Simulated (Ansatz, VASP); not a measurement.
**Nb in VASP and in Ansatz**

Contents of INCAR:

```
SYSTEM = Nb
PREC = Accurate
ENCUT = 520
EDIFF = 1E-6
ISMEAR = -1
SIGMA = 0.1
LREAL = .False.
LASPH = .True.
NELM = 60
ALGO = Normal
ISIF = 2
LWAVE = .False.
LCHARG = .False.
NBANDS = 12
```

File KPOINTS:

```
regular mesh
0
Gamma
  22 22 22
  0 0 0
```

POSCAR

```
Nb
1.0
   -1.6231103134      1.6231103134      1.6231103134
    1.6231103134     -1.6231103134      1.6231103134
    1.6231103134      1.6231103134     -1.6231103134
Nb
1
Direct
    0.0000000000      0.0000000000      0.0000000000
```

Input for Ansatz:

```yaml
crystal:
  lattice:
    - [-1.6231103134, 1.6231103134, 1.6231103134]
    - [1.6231103134, -1.6231103134, 1.6231103134]
    - [1.6231103134, 1.6231103134, -1.6231103134]
  atoms:
    - { symbol: Nb, position: [0.0, 0.0, 0.0] }
hamiltonian:
  xc: lda
  pseudopotentials:
    kind: paw
    azcp:
      Nb: "pseudopotentials/Nb.paw.azcp"
basis:
  ecutwfc: 420
  fft_grid_basis: typed
kpoints:
  mp_grid: { grid: [22, 22, 22], shift: [0, 0, 0] }
magnetization:
  spin_polarized: false
scf:
  occupations: { method: fermi_dirac, width: 0.1 }
output:
  stress: true
```

Alike in both runs: task single point; functional LDA; k mesh 22 × 22 × 22; occupations fermi-dirac, width 0.1 eV; no spin polarisation.

|  | VASP | Ansatz |
| --- | --- | --- |
| version | VASP 6.6.1 | Ansatz 0.2.0 |
| potentials or method | VASP PAW LDA potentials, release 64 (Nb_sv), cutoff 520 eV | plane waves (420 eV) with PAW, scalar-relativistic |
| valence electrons in the cell | 13 | 13 |

```csv
,VASP,Ansatz,Ansatz less VASP
pressure (GPa),0.3,0.4,+0.15
```

Ansatz warns that its potentials were made for another functional, while VASP's fit it. LDA's correlation is that of Perdew and Zunger in VASP and of Perdew and Wang (1992) in Ansatz.
